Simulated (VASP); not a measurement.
Hf2Ti7Si2Sn5: single point with PBE

Hf2Ti7Si2Sn5:

```xyz
16
Lattice="6.9503 -0.0961 0.1117 -0.0961 7.2928 -0.0979 0.1117 -0.0979 7.1420" Properties=species:S:1:pos:R:3 pbc="T T T"
Ti    3.1514    0.8329    1.0344
Ti    2.1789    3.5527    5.6489
Ti    0.4844    1.4647    4.3323
Ti    5.5428    7.1120    2.0288
Ti    5.6417    2.4620    6.3848
Ti    1.6604    3.2110    2.2588
Ti    1.5378    6.2873    2.7708
Sn    3.4224    1.1473    4.0241
Sn    5.3309    2.7029    2.3505
Sn    6.9835    4.8708    0.7098
Sn    3.9363    5.1582    3.9018
Sn    3.4853    5.2170    0.6580
Hf    6.7903    4.4882    4.4720
Hf    5.5553    6.8904    5.9628
Si    1.4284    6.5336    5.5459
Si    0.8289    1.4329    0.0379
```

| Item | Value |
| --- | --- |
| Program | VASP 6.6.1 |
| Task | single point |
| Functional | PBE |
| Potentials or basis | VASP PAW PBE potentials, release 64 (Ti_sv, Sn_d, Hf_pv, Si) |
| Cutoff | 400 eV |
| k mesh | 1 × 1 × 1, shifted |
| Occupations | fermi-dirac, width 0.05 eV |
| Spin | no spin polarisation |
| Dipole correction | no |
| Further INCAR settings | LREAL = Auto; ALGO = Normal; EDIFF = 1e-06; NBANDS = 105; ISYM = -1 |

- Pressure: -9.6 GPa
- Largest force: 0.864 eV/Å

Forces on the atoms (eV/Å):
```
Ti   0.509  0.188 -0.043
Ti  -0.046 -0.272  0.245
Ti  -0.209  0.133 -0.131
Ti  -0.076  0.087  0.139
Ti  -0.076 -0.222  0.283
Ti   0.010 -0.163  0.134
Ti   0.683  0.202 -0.005
Sn  -0.090  0.200  0.836
Sn   0.470  0.085 -0.355
Sn  -0.428  0.137 -0.585
Sn   0.273 -0.447 -0.065
Sn  -0.240 -0.038 -0.253
Hf   0.121  0.010  0.019
Hf  -0.501  0.278  0.476
Si   0.096 -0.205 -0.086
Si  -0.497  0.027 -0.611
```

Stress tensor (GPa, compression positive):
```
 -8.25  -1.29  -0.99
 -1.29  -8.98  -1.17
 -0.99  -1.17 -11.43
```

Levels at points of the mesh, in eV from the Fermi level:
| k point | band 88 | band 89 | band 90 | band 91 | band 92 | band 93 | band 94 | band 95 |
| --- | --- | --- | --- | --- | --- | --- | --- | --- |
| (0.25, 0.25, 0.25) | -0.40 | -0.23 | -0.11 | -0.05 | 0.03 | 0.28 | 0.39 | 0.52 |

Wall time 88 s on 1 thread of Intel(R) Xeon(R) 6975P-C (Granite Rapids), on a shared host, peak memory 0.33 GiB.

Caveat: the atoms stand as in a frame of molecular dynamics; spin-orbit coupling is left out, which moves the levels of the heavy elements.
